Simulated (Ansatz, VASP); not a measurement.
**One calculation of C, two programs**

The input INCAR:

```
PREC = Accurate
ENCUT = 520
EDIFF = 1E-6
ISMEAR = 0
SIGMA = 0.15
LREAL = False
LASPH = True
NELM = 60
ALGO = Normal
ISIF = 2
LWAVE = False
LCHARG = True
GGA = PE
IVDW = 12
LELF = True
LVHAR = True
NBANDS = 11
```

KPOINTS

```
regular mesh
0
Gamma
  21 21 12
```

The input POSCAR:

```
C
1.0
    2.4646600538      0.0000000000      0.0000000000
   -1.2323300269      2.1344582183      0.0000000000
    0.0000000000      0.0000000000      3.5719697732
C
2
Direct
    0.3473884222      0.6947768445      0.0000000000
    0.6526115778      0.3052231555      0.0000000000
```

Input for Ansatz:

```yaml
crystal:
  lattice:
    - [2.4646600538, 0.0, 0.0]
    - [-1.2323300269, 2.1344582183, 0.0]
    - [0.0, 0.0, 3.5719697732]
  atoms:
    - { symbol: C, position: [0.3473884222, 0.6947768445, 0.0] }
    - { symbol: C, position: [0.6526115778, 0.3052231555, 0.0] }
basis:
  ecutwfc: 520.0
kpoints:
  mp_grid: { grid: [21, 21, 12] }
hamiltonian:
  xc: pbe
  pseudopotentials: { kind: paw, azcp: { folder: soft_1 } }
  dispersion: d3bj
scf:
  occupations: { method: gaussian, width: 0.15 }
output:
  forces: true
  stress: true
  eigenvalues: true
```

Change from the starting cell: mode 6 frozen in at +0.060 Å, equal normal strain along x, y and z +0.0000.

Alike in both runs: task single point; functional PBE; dispersion D3(BJ); k mesh 21 × 21 × 12; occupations gaussian, width 0.15 eV; no spin polarisation.

```csv
,VASP,Ansatz
version,VASP 6.6.1,Ansatz 0.2.0
potentials or method,"VASP PAW PBE potentials, release 64 (C), cutoff 520 eV","scalar-relativistic, plane waves, PAW"
valence electrons in the cell,8,8
```

Ansatz gave:

| Property | Result |
| --- | --- |
| gap on the k mesh at the Fermi level (eV) | none |
| pressure (GPa) | 7.0 |
| traceless stress, the component that is largest in VASP (GPa) | 17.84 |
| rms of the force components (eV/Å) | 4.266 |

Q: Which values does VASP return?

A: gap on the k mesh at the Fermi level (eV): none; pressure (GPa): 7.4; traceless stress, the component that is largest in VASP (GPa): 18.25; rms of the force components (eV/Å): 4.276.

Atom by atom the forces differ by 0.010 eV/Å (rms over components). A gap of «none» marks a metal or a gap that the smearing closes.
